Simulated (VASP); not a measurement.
# NaTiPt2 (P4/mmm) in VASP: a series of runs

NaTiPt2 is run at these levels: PBE; tasks: single point, relaxation of cell and atoms.

Everything below comes from runs of VASP 6.6.1. Logs are shortened: lines on timing, memory, paths and dates and some standing lists are left out, and cuts for length are marked.

## (1) The cell of the first run

It takes space group P4/mmm (No. 123, tetragonal). Conventional cell: a = 5.101 Å, b = 5.101 Å, c = 2.692 Å, α = 90.00°, β = 90.00°, γ = 90.00°. Na (site symmetry 4/mmm) has 4 Pt at 2.55 Å and 2 Na at 2.69 Å within 3.4 Å. Within 3.5 Å of Ti (site symmetry 4/mmm) lie 2 Ti at 2.69 Å and 8 Pt at 2.88 Å. Pt (site symmetry mmm) has 2 Na at 2.55 Å and 2 Pt at 2.69 Å and 4 Ti at 2.88 Å within 3.4 Å.

The cell was generated, and may not be a known phase.

## (2) Single point, PBE

Contents of INCAR:

```
  PREC = Accurate
  ENCUT = 500
  EDIFF = 1E-6
  ISMEAR = 0
  SIGMA = 0.1
  LREAL = F
  LASPH = T
  NELM = 120
  ALGO = Normal
  ISIF = 2
  LWAVE = F
  LCHARG = F
  GGA = PE
  NBANDS = 28
  GGA_COMPAT = F
```

Contents of KPOINTS:

```
Automatic mesh
0
Gamma
  4 4 4
```

Contents of POSCAR:

```
NaTiPt2
1.0
    5.1007840766      0.0000000000      0.0000000000
    0.0000000000      5.1007840766      0.0000000000
    0.0000000000      0.0000000000      2.6916658933
Na Ti Pt
1 1 2
Direct
    0.0000000000      0.0000000000      0.5000000000
    0.5000000000      0.5000000000      0.0000000000
    0.0000000000      0.5000000000      0.5000000000
    0.5000000000      0.0000000000      0.5000000000
```

Potentials or basis: VASP PAW PBE potentials, release 64 (Na_pv, Ti_sv, Pt).

Started as:

```sh
> cat potpaw_PBE.64/Na_pv/POTCAR potpaw_PBE.64/Ti_sv/POTCAR potpaw_PBE.64/Pt/POTCAR > POTCAR
> mpirun -np 1 vasp_std > vasp.out
```

OUTCAR:

```text
PREC = Accurate
   ENCUT = 500
   EDIFF = 1E-6
   ISMEAR = 0
   LREAL = F
   LASPH = T
   NELM = 120
   ISIF = 2
   GGA = PE

 ion  position               nearest neighbor table
   1  0.000  0.000  0.500-   3 2.55   4 2.55   3 2.55   4 2.55
   2  0.500  0.500  0.000-   3 2.88   4 2.88   3 2.88   4 2.88   4 2.88   4 2.88   3 2.88   3 2.88

   3  0.000  0.500  0.500-   1 2.55   1 2.55   2 2.88   2 2.88   2 2.88   2 2.88
   4  0.500  0.000  0.500-   1 2.55   1 2.55   2 2.88   2 2.88   2 2.88   2 2.88

  LATTYP: Found a simple tetragonal cell.
 ALAT       =     5.1007840766
 C/A-ratio  =     0.5276964978

  Lattice vectors:

 A1 = (   5.1007840766,   0.0000000000,   0.0000000000)
 A2 = (   0.0000000000,   5.1007840766,   0.0000000000)
 A3 = (   0.0000000000,   0.0000000000,   2.6916658933)

Analysis of symmetry for initial positions (statically):
=====================================================================
 Subroutine PRICEL returns:
 Original cell was already a primitive cell.

 Routine SETGRP: Setting up the symmetry group for a
 simple tetragonal supercell.

 Subroutine GETGRP returns: Found 16 space group operations
 (whereof 16 operations were pure point group operations)
 out of a pool of 16 trial point group operations.

The static configuration has the point symmetry D_4h.

Analysis of symmetry for dynamics (positions and initial velocities):
=====================================================================
 Subroutine PRICEL returns:
 Original cell was already a primitive cell.

 Routine SETGRP: Setting up the symmetry group for a
 simple tetragonal supercell.

 Subroutine GETGRP returns: Found 16 space group operations
 (whereof 16 operations were pure point group operations)
 out of a pool of 16 trial point group operations.

The dynamic configuration has the point symmetry D_4h.

 Subroutine INISYM returns: Found 16 space group operations
 (whereof 16 operations are pure point group operations),
 and found     1 'primitive' translations

----------------------------------------------------------------------------------------

                                     Primitive cell

  volume of cell :      70.0318

  direct lattice vectors                    reciprocal lattice vectors
     5.100784077  0.000000000  0.000000000     0.196048291  0.000000000  0.000000000
     0.000000000  5.100784077  0.000000000     0.000000000  0.196048291  0.000000000
     0.000000000  0.000000000  2.691665893     0.000000000  0.000000000  0.371517135

  length of vectors
     5.100784077  5.100784077  2.691665893     0.196048291  0.196048291  0.371517135

  position of ions in fractional coordinates (direct lattice)
     0.000000000  0.000000000  0.500000000
     0.500000000  0.500000000  0.000000000
     0.000000000  0.500000000  0.500000000
     0.500000000  0.000000000  0.500000000

  ion indices of the primitive-cell ions
   primitive index   ion index
                 1           1
                 2           2
                 3           3
                 4           4

----------------------------------------------------------------------------------------

 KPOINTS: Automatic mesh

Automatic generation of k-mesh.
 Grid dimensions read from file:
 generate k-points for:    4    4    4

 Generating k-lattice:

  Cartesian coordinates                     Fractional coordinates (reciprocal lattice)
     0.049012073  0.000000000  0.000000000     0.250000000  0.000000000  0.000000000
     0.000000000  0.049012073  0.000000000     0.000000000  0.250000000  0.000000000
     0.000000000  0.000000000  0.092879284     0.000000000  0.000000000  0.250000000

  Length of vectors
     0.049012073  0.049012073  0.092879284

  Shift w.r.t. Gamma in fractional coordinates (k-lattice)
     0.000000000  0.000000000  0.000000000

 Subroutine IBZKPT returns following result:
 ===========================================

 Found     18 irreducible k-points:

 Following reciprocal coordinates:
            Coordinates               Weight
  0.000000  0.000000  0.000000      1.000000
  0.250000  0.000000  0.000000      4.000000
  0.500000  0.000000  0.000000      2.000000
  0.250000  0.250000  0.000000      4.000000
  0.500000  0.250000  0.000000      4.000000
  0.500000  0.500000  0.000000      1.000000
[... 10 lines left out ...]
  0.500000  0.250000  0.500000      4.000000
  0.500000  0.500000  0.500000      1.000000
   k-points           NKPTS =     18   k-points in BZ     NKDIM =     18   number of bands    NBANDS=     28
   number of dos      NEDOS =    301   number of ions     NIONS =      4
   total plane-waves  NPLWV =  32000
   dimension x,y,z NGX =    40 NGY =   40 NGZ =   20
   dimension x,y,z NGXF=    80 NGYF=   80 NGZF=   40
   ions per type =               1   1   2
   NGX,Y,Z   is equivalent  to a cutoff of  13.04, 13.04, 12.35 a.u.
   NGXF,Y,Z  is equivalent  to a cutoff of  26.07, 26.07, 24.71 a.u.
 SYSTEM =  unknown system
   PREC   = accura    normal or accurate (medium, high low for compatibility)
   ISTART =      0    job   : 0-new  1-cont  2-samecut
   ICHARG =      2    charge: 1-file 2-atom 10-const
   ISPIN  =      1    spin polarized calculation?
   LNONCOLLINEAR =      F non collinear calculations
   LSORBIT =      F    spin-orbit coupling
   LASPH  =      T    aspherical Exc in radial PAW
   ENCUT  =  500.0 eV  36.75 Ry    6.06 a.u.   9.30  9.30  4.91*2*pi/ulx,y,z
   NELM   =    120;   NELMIN=  2; NELMDL= -5     # of ELM steps
   EDIFF  = 0.1E-05   stopping-criterion for ELM
   LREAL  =      F    real-space projection
   EDIFFG = 0.1E-04   stopping-criterion for IOM
   NSW    =      0    number of steps for IOM
   IBRION =     -1    ionic relax: 0-MD 1-quasi-New 2-CG
   NFREE  =      0    steps in history (QN), initial steepest desc. (CG)
   ISIF   =      2    stress and relaxation
   ISYM   =      2    0-nonsym 1-usesym 2-fastsym
   POTIM  = 0.5000    time-step for ionic-motion
   TEBEG  =    0.0;   TEEND  =   0.0 temperature during run
   PSTRESS=    0.0 pullay stress
   NELECT =      39.0000    total number of electrons
   NUPDOWN=      -1.0000    fix difference up-down
   EMIN   =  10.00;   EMAX   =-10.00  energy-range for DOS
   EFERMI =   0.00;   METHOD = LEGACY
   ISMEAR =     0;   SIGMA  =   0.10  broadening in eV -4-tet -1-fermi 0-gaus
   EFERMI_NEDOS =   21; number of points for ismear=-14 and -15
   IALGO  =     38    algorithm
   IMIX   =      4    mixing-type and parameters
     AMIX     =   0.40;   BMIX     =  1.00
     AMIX_MAG =   1.60;   BMIX_MAG =  1.00
  volume/ion in A,a.u.               =      17.51       118.15
  Fermi-wavevector in a.u.,A,eV,Ry     =   1.346888  2.545249 24.682414  1.814106
  Thomas-Fermi vector in A             =   2.474683
   LORBIT       =      0    0 simple, 1 ext, 2 COOP (PROOUT), +10 PAW based schemes
   GGA     = PE    functional components
   LHFCALC =     F    Hartree Fock is set to
   AEXX    =    0.0000 exact exchange contribution
   IVDW    =     0    specifies the selected vdW correction
   LEPSILON=     F    determine dielectric tensor
   LRPA    =     F    only Hartree local field effects (RPA)
 non-spin polarized calculation
 Gauss-broadening in eV      SIGMA  =   0.10
  energy-cutoff  :      500.00
  volume of cell :       70.03
 maximum number of plane-waves:      1797
 NGX is ok and might be reduce to    40
   NGX = 19   NGY = 19   NGZ =  9

 number of electron      38.9999995 magnetization

 Free energy of the ion-electron system (eV)
  ---------------------------------------------------
  ext. energy  EPLUGINS =         0.00000000
  ---------------------------------------------------
  free energy    TOTEN  =       -22.13153426 eV

  energy without entropy =      -22.11800994  energy(sigma->0) =      -22.12477210

 E-fermi :   6.8309     XC(G=0): -11.2861

 val. band max:        6.7837066781   @ k =   0.5000   0.0000   0.0000
 cond. band min:       6.8604034568   @ k =   0.5000   0.2500   0.2500
 fundamental gap:      0.0766967787
 Fermi energy:         6.8309162427

 k-point     1 :       0.0000    0.0000    0.0000
  band No.  band energies     occupation
      1     -50.5609      2.00000
      2     -26.8563      2.00000
      3     -26.8563      2.00000
      4     -26.2436      2.00000
      5     -16.3993      2.00000
      6     -16.3993      2.00000
[... 20 lines left out ...]
     27      12.5937      0.00000
     28      12.5937      0.00000

 k-point     2 :       0.2500    0.0000    0.0000
  band No.  band energies     occupation
      1     -50.5607      2.00000
      2     -26.8590      2.00000
      3     -26.8563      2.00000
      4     -26.2437      2.00000
      5     -16.4103      2.00000
      6     -16.3997      2.00000
[... 20 lines left out ...]
     27      11.9413      0.00000
     28      12.3448      0.00000

 k-point     3 :       0.5000    0.0000    0.0000
  band No.  band energies     occupation
      1     -50.5606      2.00000
      2     -26.8617      2.00000
      3     -26.8564      2.00000
      4     -26.2438      2.00000
      5     -16.4212      2.00000
      6     -16.4001      2.00000
[... 20 lines left out ...]
     27      11.0941      0.00000
     28      12.3571      0.00000

 k-point     4 :       0.2500    0.2500    0.0000
  band No.  band energies     occupation
      1     -50.5606      2.00000
      2     -26.8590      2.00000
      3     -26.8590      2.00000
      4     -26.2438      2.00000
      5     -16.4107      2.00000
      6     -16.4105      2.00000
[... 392 lines left out ...]
     27      12.8142      0.00000
     28      14.8743      0.00000

 k-point    17 :       0.5000    0.2500    0.5000
  band No.  band energies     occupation
      1     -50.4681      2.00000
      2     -26.9128      2.00000
      3     -26.7798      2.00000
      4     -26.7787      2.00000
      5     -16.6388      2.00000
      6     -16.3674      2.00000
[... 20 lines left out ...]
     27      13.4730      0.00000
     28      13.5070      0.00000

 k-point    18 :       0.5000    0.5000    0.5000
  band No.  band energies     occupation
      1     -50.4682      2.00000
      2     -26.9118      2.00000
      3     -26.7787      2.00000
      4     -26.7787      2.00000
      5     -16.6393      2.00000
      6     -16.3677      2.00000
[... 20 lines left out ...]
     27      12.8865      0.00000
     28      12.8865      0.00000

------------------------ aborting loop because EDIFF is reached ----------------------------------------

  FORCE on cell =-STRESS in cart. coord.  units (eV):
  Direction    XX          YY          ZZ          XY          YZ          ZX
  --------------------------------------------------------------------------------------
  -------------------------------------------------------------------------------------
  Total       -0.0469448     -0.0469448     -0.0667317      0.0000000     -0.0000000      0.0000000
  in kB       -1.0739959     -1.0739959     -1.5266784      0.0000000     -0.0000000      0.0000000
  external PRESSURE =      -1.2248901 kB  Pullay stress =       0.0000000 kB

 VOLUME and BASIS-vectors are now :
 -----------------------------------------------------------------------------
  energy-cutoff  :      500.00
  volume of cell :       70.03
      direct lattice vectors                 reciprocal lattice vectors
     5.100784077  0.000000000  0.000000000     0.196048291  0.000000000  0.000000000
     0.000000000  5.100784077  0.000000000     0.000000000  0.196048291  0.000000000
     0.000000000  0.000000000  2.691665893     0.000000000  0.000000000  0.371517135

 POSITION                                       TOTAL-FORCE (eV/Angst)
 -----------------------------------------------------------------------------------
      0.00000      0.00000      1.34583         0.000000      0.000000      0.000000
      2.55039      2.55039      0.00000         0.000000      0.000000      0.000000
      0.00000      2.55039      1.34583         0.000000      0.000000      0.000000
      2.55039      0.00000      1.34583         0.000000      0.000000      0.000000
 -----------------------------------------------------------------------------------
    total drift:                                0.000000      0.000000     -0.000000

  FREE ENERGIE OF THE ION-ELECTRON SYSTEM (eV)
  ---------------------------------------------------
  free  energy   TOTEN  =       -22.1315342614 eV

  energy  without entropy=      -22.1180099403  energy(sigma->0) =      -22.12477210
```

Wall time 14 s (1 thread of AMD EPYC 9R45 (Zen 5), shared host); peak memory 0.16 GiB.

Results:

```yaml
Free_energy: -22.1315 eV
Pressure: -0.1 GPa
Band_gap_on_the_k_mesh: zero (an odd number of electrons rules out a gap without spin polarisation)
```

Caveat: the k points lie up to 0.58 Å⁻¹ apart, too coarse for converged energies and pressures of a metal; spin-orbit coupling is left out, which moves the levels of the heavy elements.

## (3) Single point, PBE

This run uses another cell than the first one, of 20.26 Å³/atom.

Contents of INCAR:

```
SYSTEM = NaTiPt2
  PREC = Accurate
  ENCUT = 500
  EDIFF = 1E-6
  ISMEAR = 0
  SIGMA = 0.1
  LREAL = .False.
  LASPH = .True.
  NELM = 120
  ALGO = Normal
  ISIF = 2
  LWAVE = .False.
  LCHARG = .False.
  GGA = PE
  NBANDS = 28
  GGA_COMPAT = .False.
```

Contents of KPOINTS:

```
regular mesh
0
Gamma
  4 4 4
  0 0 0
```

Contents of POSCAR:

```
NaTiPt2
1.0
    4.5175000700      0.0000000000      0.0000000000
    0.0000000000      4.5175000700      0.0000000000
    0.0000000000      0.0000000000      3.9709526100
Na Ti Pt
1 1 2
Direct
    0.0000000000      0.0000000000      0.5000000000
    0.5000000000      0.5000000000      0.0000000000
    0.0000000000      0.5000000000      0.5000000000
    0.5000000000      0.0000000000      0.5000000000
```

Potentials or basis: VASP PAW PBE potentials, release 64 (Na_pv, Ti_sv, Pt).

Started as:

```sh
> cat potpaw_PBE.64/Na_pv/POTCAR potpaw_PBE.64/Ti_sv/POTCAR potpaw_PBE.64/Pt/POTCAR > POTCAR
> mpirun -np 1 vasp_std > vasp.out
```

OUTCAR:

```text
SYSTEM = NaTiPt2
   PREC = Accurate
   ENCUT = 500
   EDIFF = 1E-6
   ISMEAR = 0
   LREAL = .False.
   LASPH = .True.
   NELM = 120
   ISIF = 2
   GGA = PE

 ion  position               nearest neighbor table
   1  0.000  0.000  0.500-   3 2.26   4 2.26   3 2.26   4 2.26
   2  0.500  0.500  0.000-   3 3.01   4 3.01   3 3.01   4 3.01   4 3.01   4 3.01   3 3.01   3 3.01

   3  0.000  0.500  0.500-   1 2.26   1 2.26   2 3.01   2 3.01   2 3.01   2 3.01   4 3.19   4 3.19
                             4 3.19   4 3.19
   4  0.500  0.000  0.500-   1 2.26   1 2.26   2 3.01   2 3.01   2 3.01   2 3.01   3 3.19   3 3.19
                             3 3.19   3 3.19

  LATTYP: Found a simple tetragonal cell.
 ALAT       =     4.5175000700
 C/A-ratio  =     0.8790155060

  Lattice vectors:

 A1 = (   4.5175000700,   0.0000000000,   0.0000000000)
 A2 = (   0.0000000000,   4.5175000700,   0.0000000000)
 A3 = (   0.0000000000,   0.0000000000,   3.9709526100)

Analysis of symmetry for initial positions (statically):
=====================================================================
 Subroutine PRICEL returns:
[... 168 lines left out ...]

 E-fermi :   5.4667     XC(G=0): -10.4808

 val. band max:        5.4595536435   @ k =   0.5000   0.5000   0.5000
 cond. band min:       5.5148104350   @ k =   0.2500   0.2500   0.2500
 fundamental gap:      0.0552567915
 Fermi energy:         5.4666575141

 k-point     1 :       0.0000    0.0000    0.0000
  band No.  band energies     occupation
      1     -52.7864      2.00000
      2     -28.9737      2.00000
      3     -28.9737      2.00000
      4     -28.9356      2.00000
      5     -17.7943      2.00000
      6     -17.7943      2.00000
[... 547 lines left out ...]
     27       8.5708      0.00000
     28       8.5708      0.00000

------------------------ aborting loop because EDIFF is reached ----------------------------------------

  FORCE on cell =-STRESS in cart. coord.  units (eV):
  Direction    XX          YY          ZZ          XY          YZ          ZX
  --------------------------------------------------------------------------------------
  -------------------------------------------------------------------------------------
  Total        6.8614806      6.8614806    -10.5006848      0.0000000      0.0000000      0.0000000
  in kB      135.6554919    135.6554919   -207.6046928      0.0000000      0.0000000      0.0000000
  external PRESSURE =      21.2354303 kB  Pullay stress =       0.0000000 kB

 VOLUME and BASIS-vectors are now :
 -----------------------------------------------------------------------------
  energy-cutoff  :      500.00
  volume of cell :       81.04
      direct lattice vectors                 reciprocal lattice vectors
     4.517500070  0.000000000  0.000000000     0.221361369  0.000000000  0.000000000
     0.000000000  4.517500070  0.000000000     0.000000000  0.221361369  0.000000000
     0.000000000  0.000000000  3.970952610     0.000000000  0.000000000  0.251828742

 POSITION                                       TOTAL-FORCE (eV/Angst)
 -----------------------------------------------------------------------------------
      0.00000      0.00000      1.98548         0.000000      0.000000      0.000000
      2.25875      2.25875      0.00000         0.000000      0.000000      0.000000
      0.00000      2.25875      1.98548         0.000000      0.000000      0.000000
      2.25875      0.00000      1.98548         0.000000      0.000000      0.000000
 -----------------------------------------------------------------------------------
    total drift:                                0.000000      0.000000      0.000000

  FREE ENERGIE OF THE ION-ELECTRON SYSTEM (eV)
  ---------------------------------------------------
  free  energy   TOTEN  =       -18.0599813187 eV

  energy  without entropy=      -18.0309320853  energy(sigma->0) =      -18.04545670
```

OSZICAR:

```text
N       E                     dE             d eps       ncg     rms          rms(c)
DAV:   1     0.387169902894E+03    0.38717E+03   -0.18894E+04  1016   0.149E+03
DAV:   2     0.152408218433E+02   -0.37193E+03   -0.35491E+03  1040   0.418E+02
DAV:   3    -0.207673404326E+02   -0.36008E+02   -0.34575E+02  1480   0.119E+02
[... 11 lines left out ...]
DAV:  15    -0.180600069595E+02    0.90812E-04   -0.10939E-03  1124   0.245E-01    0.500E-02
DAV:  16    -0.180600208615E+02   -0.13902E-04   -0.62927E-05  1256   0.719E-02    0.620E-02
DAV:  17    -0.180599837403E+02    0.37121E-04   -0.13478E-04  1112   0.831E-02    0.240E-02
DAV:  18    -0.180599814389E+02    0.23015E-05   -0.76323E-06  1104   0.207E-02    0.122E-02
DAV:  19    -0.180599813187E+02    0.12016E-06   -0.18390E-06   916   0.105E-02
   1 F= -.18059981E+02 E0= -.18045457E+02  d E =-.290492E-01
```

stdout:

```text
POSCAR found type information on POSCAR NaTiPt
 POSCAR found :  3 types and       4 ions
 scaLAPACK will be used
 LDA part: xc-table for (Slater+PW92), standard interpolation
 POSCAR, INCAR and KPOINTS ok, starting setup
 FFT: planning ... GRIDC
 FFT: planning ... GRID_SOFT
 FFT: planning ... GRID
 WAVECAR not read
 entering main loop
```

Run time: 22 s. Hardware: 1 thread of AMD EPYC 9R45 (Zen 5), shared host; peak memory 0.17 GiB.

Results:

| Item | Value |
| --- | --- |
| Free energy | -18.0600 eV |
| Pressure | 2.1 GPa |
| Band gap on the k mesh | zero (an odd number of electrons rules out a gap without spin polarisation) |

Stress tensor (GPa, compression positive):
```
 13.57   0.00   0.00
  0.00  13.57   0.00
  0.00   0.00 -20.76
```

Caveat: the k points lie up to 0.40 Å⁻¹ apart, too coarse for converged energies and pressures of a metal; spin-orbit coupling is left out, which moves the levels of the heavy elements.

[end of part 1 of 2]

The gap in the log of VASP goes by the Fermi energy; the results here count the filled bands.